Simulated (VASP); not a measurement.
Set up this calculation in VASP 6.6.1, as the native input.

```yaml
Task: single point
Functional: LDA
Potentials_or_basis: VASP PAW LDA potentials, release 64 (Be)
Cutoff: 600 eV
k_mesh: 4 × 4 × 6
Occupations: fermi-dirac, width 0.1 eV
Spin: no spin polarisation
Dipole_correction: no
Further_INCAR_settings: ALGO = Normal; EDIFF = 1e-06; NBANDS = 12
```

The structure of Be lies in POSCAR:

```
Be
1.0
    3.7468100000      0.0000000000      0.0000000000
    0.0000000000      3.7468100000      0.0000000000
    0.0000000000      0.0000000000      2.2812800000
Be
4
Direct
    0.2946125955      0.2934506621     -0.0181168307
    0.7001628424      0.7076342546     -0.0100612444
    0.2072898994      0.7833092168      0.5299449706
    0.7979346620      0.2156058667      0.4982331076
```

One way to write it, as run:

INCAR

```
SYSTEM = Be
PREC = Accurate
ENCUT = 600
EDIFF = 1E-6
ISMEAR = -1
SIGMA = 0.1
LREAL = .FALSE.
LASPH = .TRUE.
NELM = 120
ALGO = Normal
ISIF = 2
LWAVE = .FALSE.
LCHARG = .FALSE.
NBANDS = 12
GGA_COMPAT = .FALSE.
```

KPOINTS

```
regular mesh
0
G
  4 4 6
  0 0 0
```

Potentials or basis: VASP PAW LDA potentials, release 64 (Be).

The run is started by

```sh
$ cat potpaw_LDA.64/Be/POTCAR > POTCAR
$ mpirun -np 1 vasp_std > vasp.out
```

It gave:

| Quantity | Value |
| --- | --- |
| Pressure | -4.8 GPa |
| Largest force | 0.834 eV/Å |
| Band gap on the k mesh | zero (band 4 reaches 7.58 eV, above the bottom of band 5 at 5.91 eV) |

Caveat: the k points lie up to 0.46 Å⁻¹ apart.

It took 12 s on 1 thread of Intel(R) Xeon(R) Platinum 8259CL CPU @ 2.50GHz (Skylake/Cascade Lake), with other jobs on the host, peak memory 0.13 GiB.
